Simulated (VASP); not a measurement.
A run of VASP 6.6.1:

INCAR

```
  ALGO = Normal
  EDIFF = 1E-6
  ENCUT = 520
  GGA = PE
  ISIF = 2
  ISMEAR = -1
  LASPH = T
  LCHARG = T
  LELF = T
  LREAL = F
  LVHAR = T
  LWAVE = F
  NBANDS = 12
  NELM = 100
  PREC = Accurate
  SIGMA = 0.06122561905347299
```

File KPOINTS:

```
k-points
0
Gamma
  20 20 20
```

POSCAR

```
Ce
1.0
   -1.9087343479      1.9087343479      1.9087343479
    1.9087343479     -1.9087343479      1.9087343479
    1.9087343479      1.9087343479     -1.9087343479
Ce
1
Direct
    0.0000000000      0.0000000000      0.0000000000
```

Potentials or basis: VASP PAW PBE potentials, release 64 (Ce).

Run with:

```bash
$ cat potpaw_PBE.64/Ce/POTCAR > POTCAR
$ mpirun -np 1 vasp_std > vasp.out
```

Hardware: 1 thread of Intel(R) Xeon(R) 6975P-C (Granite Rapids) (shared host).

Problem. How long does it take, and how much memory?

Solution. Run time: 55 s on 1 thread of Intel(R) Xeon(R) 6975P-C (Granite Rapids), on a shared host, peak memory 0.25 GiB. Counts: scf iterations 15, k points 256.
